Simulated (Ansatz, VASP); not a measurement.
Al2MoN3 in VASP and in Ansatz

```
CELL_PARAMETERS angstrom
2.79181 1.61185 2.54784
-2.79181 1.61185 2.54784
0.00000 -3.22370 2.54784
ATOMIC_POSITIONS crystal
Al 0.66807 0.66807 0.66807
Al 0.33193 0.33193 0.33193
Mo 0.00000 0.00000 0.00000
N 0.00000 0.50000 0.00000
N 0.50000 0.00000 0.00000
N 0.00000 0.00000 0.50000
```

Change from the starting cell: species swapped into the Tb2AlFe3 type (R-3m, No. 166).

Alike in both runs: functional PBE; k mesh 12 × 12 × 12; occupations gaussian, width 0.1 eV; no spin polarisation.

Ansatz relaxed the structure, and its values are those at the end. VASP's run is a single point on that final structure, the one shown.

```csv
,VASP,Ansatz
version,VASP 6.6.1,Ansatz 0.2.0
potentials or method,"VASP PAW PBE potentials, release 64 (Al, Mo_sv, N), cutoff 520 eV","scalar-relativistic, plane waves, PAW"
valence electrons in the cell,35,35
```

|  | VASP | Ansatz | Ansatz less VASP |
| --- | --- | --- | --- |
| gap on the k mesh at the Fermi level (eV) | none | none | - |
| pressure (GPa) | 0.0 | 0.0 | 0.00 |

A gap of «none» marks a metal or a gap that the smearing closes. With one functional, cell and mesh, what is left measures potentials, basis and numerics.
